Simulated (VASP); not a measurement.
# TePb (Fm-3m) in VASP: a series of runs

TePb is run at these levels: PBEsol; tasks: single point.

Everything below comes from runs of VASP 6.6.1. Logs are shortened: lines on timing, memory, paths and dates and some standing lists are left out, and cuts for length are marked.

## Step 1: The cell of the first run

The structure is cubic, space group Fm-3m (No. 225). Conventional cell: a = 6.330 Å, b = 6.330 Å, c = 6.330 Å, α = 90.00°, β = 90.00°, γ = 90.00°. Pb (site symmetry m-3m) has 6 Te at 3.17 Å within 4.2 Å. Te (site symmetry m-3m) has 6 Pb at 3.17 Å within 4.2 Å.

## Step 2: Single point, PBEsol

Contents of INCAR:

```
PREC = Accurate
ENCUT = 520
EDIFF = 1E-6
ISMEAR = 0
SIGMA = 0.02
LREAL = F
LASPH = T
NELM = 80
ALGO = Normal
ISIF = 2
LWAVE = F
LCHARG = T
GGA = PS
LELF = T
LVHAR = T
NBANDS = 17
```

Contents of KPOINTS:

```
Automatic mesh
0
Gamma
  11 11 11
```

Contents of POSCAR:

```
TePb
1.0
    0.0000000000      3.1650427173      3.1650427173
    3.1650427173      0.0000000000      3.1650427173
    3.1650427173      3.1650427173      0.0000000000
Pb Te
1 1
Direct
    0.0000000000      0.0000000000      0.0000000000
    0.5000000000      0.5000000000      0.5000000000
```

Potentials or basis: VASP PAW PBE potentials, release 64 (Pb_d, Te).

Run with:

```
$ cat potpaw_PBE.64/Pb_d/POTCAR potpaw_PBE.64/Te/POTCAR > POTCAR
$ mpirun -np 1 vasp_std > vasp.out
```

OUTCAR:

```text
PREC = Accurate
   ENCUT = 520
   EDIFF = 1E-6
   ISMEAR = 0
   LREAL = F
   LASPH = T
   NELM = 80
   ISIF = 2
   GGA = PS

 ion  position               nearest neighbor table
   1  0.000  0.000  0.000-   2 3.17   2 3.17   2 3.17   2 3.17   2 3.17   2 3.17
   2  0.500  0.500  0.500-   1 3.17   1 3.17   1 3.17   1 3.17   1 3.17   1 3.17

  LATTYP: Found a face centered cubic cell.
 ALAT       =     6.3300854346

  Lattice vectors:

 A1 = (   0.0000000000,   3.1650427173,   3.1650427173)
 A2 = (   3.1650427173,   0.0000000000,   3.1650427173)
 A3 = (   3.1650427173,   3.1650427173,   0.0000000000)

Analysis of symmetry for initial positions (statically):
=====================================================================
 Subroutine PRICEL returns:
 Original cell was already a primitive cell.

 Routine SETGRP: Setting up the symmetry group for a
 face centered cubic supercell.

 Subroutine GETGRP returns: Found 48 space group operations
 (whereof 48 operations were pure point group operations)
 out of a pool of 48 trial point group operations.

The static configuration has the point symmetry O_h .

Analysis of symmetry for dynamics (positions and initial velocities):
=====================================================================
 Subroutine PRICEL returns:
 Original cell was already a primitive cell.

 Routine SETGRP: Setting up the symmetry group for a
 face centered cubic supercell.

 Subroutine GETGRP returns: Found 48 space group operations
 (whereof 48 operations were pure point group operations)
 out of a pool of 48 trial point group operations.

The dynamic configuration has the point symmetry O_h .

 Subroutine INISYM returns: Found 48 space group operations
 (whereof 48 operations are pure point group operations),
 and found     1 'primitive' translations

----------------------------------------------------------------------------------------

                                     Primitive cell

  volume of cell :      63.4116

  direct lattice vectors                    reciprocal lattice vectors
     0.000000000  3.165042717  3.165042717    -0.157975751  0.157975751  0.157975751
     3.165042717  0.000000000  3.165042717     0.157975751 -0.157975751  0.157975751
     3.165042717  3.165042717  0.000000000     0.157975751  0.157975751 -0.157975751

  length of vectors
[... 73 lines left out ...]
   PREC   = accura    normal or accurate (medium, high low for compatibility)
   ISTART =      0    job   : 0-new  1-cont  2-samecut
   ICHARG =      2    charge: 1-file 2-atom 10-const
   ISPIN  =      1    spin polarized calculation?
   LNONCOLLINEAR =      F non collinear calculations
   LSORBIT =      F    spin-orbit coupling
   LASPH  =      T    aspherical Exc in radial PAW
   ENCUT  =  520.0 eV  38.22 Ry    6.18 a.u.   8.32  8.32  8.32*2*pi/ulx,y,z
   NELM   =     80;   NELMIN=  2; NELMDL= -5     # of ELM steps
   EDIFF  = 0.1E-05   stopping-criterion for ELM
   LREAL  =      F    real-space projection
   EDIFFG = 0.1E-04   stopping-criterion for IOM
   NSW    =      0    number of steps for IOM
   IBRION =     -1    ionic relax: 0-MD 1-quasi-New 2-CG
   NFREE  =      0    steps in history (QN), initial steepest desc. (CG)
   ISIF   =      2    stress and relaxation
   ISYM   =      2    0-nonsym 1-usesym 2-fastsym
   POTIM  = 0.5000    time-step for ionic-motion
   TEBEG  =    0.0;   TEEND  =   0.0 temperature during run
   PSTRESS=    0.0 pullay stress
   NELECT =      20.0000    total number of electrons
   NUPDOWN=      -1.0000    fix difference up-down
   EMIN   =  10.00;   EMAX   =-10.00  energy-range for DOS
   EFERMI =   0.00;   METHOD = LEGACY
   ISMEAR =     0;   SIGMA  =   0.02  broadening in eV -4-tet -1-fermi 0-gaus
   EFERMI_NEDOS =   21; number of points for ismear=-14 and -15
   IALGO  =     38    algorithm
   IMIX   =      4    mixing-type and parameters
     AMIX     =   0.40;   BMIX     =  1.00
     AMIX_MAG =   1.60;   BMIX_MAG =  1.00
  volume/ion in A,a.u.               =      31.71       213.96
  Fermi-wavevector in a.u.,A,eV,Ry     =   1.114368  2.105850 16.895930  1.241816
  Thomas-Fermi vector in A             =   2.250962
   LORBIT       =      0    0 simple, 1 ext, 2 COOP (PROOUT), +10 PAW based schemes
   GGA     = PS    functional components
   LHFCALC =     F    Hartree Fock is set to
   AEXX    =    0.0000 exact exchange contribution
   IVDW    =     0    specifies the selected vdW correction
   LEPSILON=     F    determine dielectric tensor
   LRPA    =     F    only Hartree local field effects (RPA)
 non-spin polarized calculation
 Gauss-broadening in eV      SIGMA  =   0.02
  energy-cutoff  :      520.00
  volume of cell :       63.41
 maximum number of plane-waves:      1731
 NGX is ok and might be reduce to    36
   NGX = 17   NGY = 17   NGZ = 17

 number of electron      19.9999998 magnetization

 Free energy of the ion-electron system (eV)
  ---------------------------------------------------
  ext. energy  EPLUGINS =         0.00000000
  ---------------------------------------------------
  free energy    TOTEN  =        -8.23140792 eV

  energy without entropy =       -8.23140792  energy(sigma->0) =       -8.23140792

 E-fermi :   6.4033     XC(G=0):  -9.7493

 val. band max:        6.2416624660   @ k =   0.4545   0.0000   0.0000
 cond. band min:       6.9223360970   @ k =   0.4545   0.0000   0.0000
 fundamental gap:      0.6806736310
 Fermi energy:         6.4032561664

 k-point     1 :       0.0000    0.0000    0.0000
  band No.  band energies     occupation
      1     -10.4591      2.00000
      2     -10.4591      2.00000
      3     -10.4429      2.00000
      4     -10.4429      2.00000
      5     -10.4429      2.00000
      6      -6.2859      2.00000
[... 457 lines left out ...]
      4     -10.4324      2.00000
      5     -10.4280      2.00000
      6      -5.4910      2.00000
[... 9 lines left out ...]
     16      14.8071      0.00000
     17      15.0185      0.00000

 [... further k-points ...]
[... 5 lines left out ...]
  --------------------------------------------------------------------------------------
  -------------------------------------------------------------------------------------
  Total        1.0460219      1.0460219      1.0460219     -0.0000000     -0.0000000      0.0000000
  in kB       26.4291168     26.4291168     26.4291168     -0.0000000     -0.0000000      0.0000000
  external PRESSURE =      26.4291168 kB  Pullay stress =       0.0000000 kB

 VOLUME and BASIS-vectors are now :
 -----------------------------------------------------------------------------
  energy-cutoff  :      520.00
  volume of cell :       63.41
      direct lattice vectors                 reciprocal lattice vectors
     0.000000000  3.165042717  3.165042717    -0.157975751  0.157975751  0.157975751
     3.165042717  0.000000000  3.165042717     0.157975751 -0.157975751  0.157975751
     3.165042717  3.165042717  0.000000000     0.157975751  0.157975751 -0.157975751

 POSITION                                       TOTAL-FORCE (eV/Angst)
 -----------------------------------------------------------------------------------
      0.00000      0.00000      0.00000         0.000000     -0.000000     -0.000000
      3.16504      3.16504      3.16504        -0.000000      0.000000      0.000000
 -----------------------------------------------------------------------------------
    total drift:                               -0.000000      0.000000      0.000000

  FREE ENERGIE OF THE ION-ELECTRON SYSTEM (eV)
  ---------------------------------------------------
  free  energy   TOTEN  =        -8.2314079238 eV

  energy  without entropy=       -8.2314079238  energy(sigma->0) =       -8.23140792
```

OSZICAR:

```text
N       E                     dE             d eps       ncg     rms          rms(c)
DAV:   1     0.150933933570E+03    0.15093E+03   -0.93567E+03  1904   0.116E+03
DAV:   2     0.154383634172E+01   -0.14939E+03   -0.14484E+03  2021   0.294E+02
DAV:   3    -0.807147393679E+01   -0.96153E+01   -0.95450E+01  2535   0.817E+01
DAV:   4    -0.832185761148E+01   -0.25038E+00   -0.25025E+00  2397   0.145E+01
DAV:   5    -0.833046342700E+01   -0.86058E-02   -0.86055E-02  2709   0.244E+00    0.389E+00
DAV:   6    -0.823700010372E+01    0.93463E-01   -0.19074E-01  2791   0.355E+00    0.243E+00
DAV:   7    -0.823144041718E+01    0.55597E-02   -0.65906E-02  2567   0.144E+00    0.882E-01
DAV:   8    -0.823140927904E+01    0.31138E-04   -0.77057E-03  2450   0.886E-01    0.141E-01
DAV:   9    -0.823140971307E+01   -0.43403E-06   -0.69647E-04  2835   0.280E-01    0.351E-02
DAV:  10    -0.823140628823E+01    0.34248E-05   -0.67951E-05  2503   0.728E-02    0.208E-02
DAV:  11    -0.823140799848E+01   -0.17102E-05   -0.19318E-05  2604   0.346E-02    0.167E-02
DAV:  12    -0.823140792378E+01    0.74697E-07   -0.12231E-06  1722   0.660E-03
   1 F= -.82314079E+01 E0= -.82314079E+01  d E =-.302033E-32
```

stdout:

```text
POSCAR found type information on POSCAR PbTe
 POSCAR found :  2 types and       2 ions
 scaLAPACK will be used
 -----------------------------------------------------------------------------
|                                                                             |
|                                                                             |
|     You enforced a specific xc type in the INCAR file but a different       |
|     I HOPE YOU KNOW WHAT YOU ARE DOING!                                     |
|                                                                             |
 -----------------------------------------------------------------------------

 LDA part: xc-table for (Slater+PW92), standard interpolation
 POSCAR, INCAR and KPOINTS ok, starting setup
 FFT: planning ... GRIDC
 FFT: planning ... GRID_SOFT
 FFT: planning ... GRID
 WAVECAR not read
 entering main loop
```

Run time: 26 s. Hardware: 1 thread of Intel Xeon 6975P-C (Granite Rapids), shared host; peak memory 0.23 GiB.

What came out:

```yaml
Free_energy: -8.2314 eV
Pressure: 2.6 GPa
```

Caveat: this odd mesh misses L, where the gap lies, so gap, dielectric constants and Born charges aren't listed; the PAW data sets were made with another functional, which shifts forces and pressure a little; spin-orbit coupling is left out, which moves the levels of the heavy elements.

## Step 3: Single point, PBEsol

This run uses another cell than the first one, of 32.72 Å³/atom, 1.032 times its volume.

Contents of INCAR:

```
  PREC = Accurate
  ENCUT = 520
  EDIFF = 1E-6
  ISMEAR = 0
  SIGMA = 0.02
  LREAL = False
  LASPH = True
  NELM = 80
  ALGO = Normal
  ISIF = 2
  LWAVE = False
  LCHARG = False
  GGA = PS
  NBANDS = 17
```

Contents of KPOINTS:

```
regular mesh
0
Gamma
  11 11 11
```

Contents of POSCAR:

```
TePb
1.0
    0.0000000000      3.1983614049      3.1983614049
    3.1983614049      0.0000000000      3.1983614049
    3.1983614049      3.1983614049      0.0000000000
Pb Te
1 1
Direct
    0.0000000000      0.0000000000      0.0000000000
    0.5000000000      0.5000000000      0.5000000000
```

Potentials or basis: VASP PAW PBE potentials, release 64 (Pb_d, Te).

Run with:

```
$ cat potpaw_PBE.64/Pb_d/POTCAR potpaw_PBE.64/Te/POTCAR > POTCAR
$ mpirun -np 1 vasp_std > vasp.out
```

Run time: 25 s. Hardware: 1 thread of Intel Xeon 6975P-C (Granite Rapids), shared host; peak memory 0.24 GiB.

The run converged. Its results:

```
Free energy : -8.2547 eV
Pressure    : 1.0 GPa
```

Levels at points of the mesh, in eV from the Fermi level:
| k point | band 7 | band 8 | band 9 | band 10 | band 11 | band 12 | band 13 | band 14 |
| --- | --- | --- | --- | --- | --- | --- | --- | --- |
| (0.00, 0.00, 0.00) | -5.63 | -1.54 | -1.54 | -1.54 | 4.00 | 4.00 | 4.00 | 5.60 |

Caveat: this odd mesh misses L, where the gap lies, so gap, dielectric constants and Born charges aren't listed; the PAW data sets were made with another functional, which shifts forces and pressure a little; spin-orbit coupling is left out, which moves the levels of the heavy elements.

## Step 4: Single point, PBEsol

This run uses another cell than the first one, of 33.73 Å³/atom, 1.064 times its volume.

Contents of INCAR:

```
SYSTEM = TePb
  PREC = Accurate
  ENCUT = 520
  EDIFF = 1E-6
  ISMEAR = 0
  SIGMA = 0.02
  LREAL = .FALSE.
  LASPH = .TRUE.
  NELM = 80
  ALGO = Normal
  ISIF = 2
  LWAVE = .FALSE.
  LCHARG = .FALSE.
  GGA = PS
  NBANDS = 17
```

Contents of KPOINTS:

```
regular mesh
0
G
  11 11 11
  0 0 0
```

Contents of POSCAR:

```
TePb
1.0
    0.0000000000      3.2310000000      3.2310000000
    3.2310000000      0.0000000000      3.2310000000
    3.2310000000      3.2310000000      0.0000000000
Pb Te
1 1
Direct
    0.0000000000      0.0000000000      0.0000000000
    0.5000000000      0.5000000000      0.5000000000
```

Potentials or basis: VASP PAW PBE potentials, release 64 (Pb_d, Te).

Run with:

```
$ cat potpaw_PBE.64/Pb_d/POTCAR potpaw_PBE.64/Te/POTCAR > POTCAR
$ mpirun -np 1 vasp_std > vasp.out
```

OUTCAR:

```text
SYSTEM = TePb
   PREC = Accurate
   ENCUT = 520
   EDIFF = 1E-6
   ISMEAR = 0
   LREAL = .FALSE.
   LASPH = .TRUE.
   NELM = 80
   ISIF = 2
   GGA = PS

 ion  position               nearest neighbor table
   1  0.000  0.000  0.000-   2 3.23   2 3.23   2 3.23   2 3.23   2 3.23   2 3.23
   2  0.500  0.500  0.500-   1 3.23   1 3.23   1 3.23   1 3.23   1 3.23   1 3.23

  LATTYP: Found a face centered cubic cell.
 ALAT       =     6.4620000000

  Lattice vectors:

 A1 = (   0.0000000000,   3.2310000000,   3.2310000000)
 A2 = (   3.2310000000,   0.0000000000,   3.2310000000)
 A3 = (   3.2310000000,   3.2310000000,   0.0000000000)

Analysis of symmetry for initial positions (statically):
=====================================================================
 Subroutine PRICEL returns:
 Original cell was already a primitive cell.

 Routine SETGRP: Setting up the symmetry group for a
 face centered cubic supercell.

 Subroutine GETGRP returns: Found 48 space group operations
 (whereof 48 operations were pure point group operations)
 out of a pool of 48 trial point group operations.

The static configuration has the point symmetry O_h .
[... 156 lines left out ...]
  ext. energy  EPLUGINS =         0.00000000
  ---------------------------------------------------
  free energy    TOTEN  =        -8.25860577 eV

  energy without entropy =       -8.25860577  energy(sigma->0) =       -8.25860577

 E-fermi :   5.5541     XC(G=0):  -9.4703

 val. band max:        5.4087085544   @ k =   0.4545   0.0000   0.0000
 cond. band min:       6.2052598528   @ k =   0.4545   0.0000   0.0000
 fundamental gap:      0.7965512984
 Fermi energy:         5.5541221614

 k-point     1 :       0.0000    0.0000    0.0000
  band No.  band energies     occupation
      1     -11.1674      2.00000
      2     -11.1674      2.00000
      3     -11.1565      2.00000
      4     -11.1565      2.00000
      5     -11.1565      2.00000
      6      -6.5738      2.00000
[... 457 lines left out ...]
      4     -11.1484      2.00000
      5     -11.1446      2.00000
      6      -5.8514      2.00000
[... 9 lines left out ...]
     16      13.9018      0.00000
     17      14.1493      0.00000

 [... further k-points ...]
[... 5 lines left out ...]
  --------------------------------------------------------------------------------------
  -------------------------------------------------------------------------------------
  Total       -0.1806477     -0.1806477     -0.1806477      0.0000000      0.0000000     -0.0000000
  in kB       -4.2904428     -4.2904428     -4.2904428      0.0000000      0.0000000     -0.0000000
  external PRESSURE =      -4.2904428 kB  Pullay stress =       0.0000000 kB

 VOLUME and BASIS-vectors are now :
 -----------------------------------------------------------------------------
  energy-cutoff  :      520.00
  volume of cell :       67.46
      direct lattice vectors                 reciprocal lattice vectors
     0.000000000  3.231000000  3.231000000    -0.154750851  0.154750851  0.154750851
     3.231000000  0.000000000  3.231000000     0.154750851 -0.154750851  0.154750851
     3.231000000  3.231000000  0.000000000     0.154750851  0.154750851 -0.154750851

 POSITION                                       TOTAL-FORCE (eV/Angst)
 -----------------------------------------------------------------------------------
      0.00000      0.00000      0.00000         0.000000     -0.000000      0.000000
      3.23100      3.23100      3.23100        -0.000000      0.000000     -0.000000
 -----------------------------------------------------------------------------------
    total drift:                               -0.000000      0.000000      0.000000

  FREE ENERGIE OF THE ION-ELECTRON SYSTEM (eV)
  ---------------------------------------------------
  free  energy   TOTEN  =        -8.2586057664 eV

  energy  without entropy=       -8.2586057664  energy(sigma->0) =       -8.25860577
```

stdout:

```text
POSCAR found type information on POSCAR PbTe
 POSCAR found :  2 types and       2 ions
 scaLAPACK will be used
 -----------------------------------------------------------------------------
|                                                                             |
|                                                                             |
|     You enforced a specific xc type in the INCAR file but a different       |
|     I HOPE YOU KNOW WHAT YOU ARE DOING!                                     |
|                                                                             |
 -----------------------------------------------------------------------------

 LDA part: xc-table for (Slater+PW92), standard interpolation
 POSCAR, INCAR and KPOINTS ok, starting setup
 FFT: planning ... GRIDC
 FFT: planning ... GRID_SOFT
 FFT: planning ... GRID
 WAVECAR not read
 entering main loop
```

Wall time 30 s (1 thread of Intel Xeon 6975P-C (Granite Rapids), shared host); peak memory 0.24 GiB.

What came out:

```yaml
Free_energy: -8.2586 eV
Pressure: -0.4 GPa
```

Caveat: this odd mesh misses L, where the gap lies, so gap, dielectric constants and Born charges aren't listed; the PAW data sets were made with another functional, which shifts forces and pressure a little; spin-orbit coupling is left out, which moves the levels of the heavy elements.

(Part 1 of 2 ends here.)
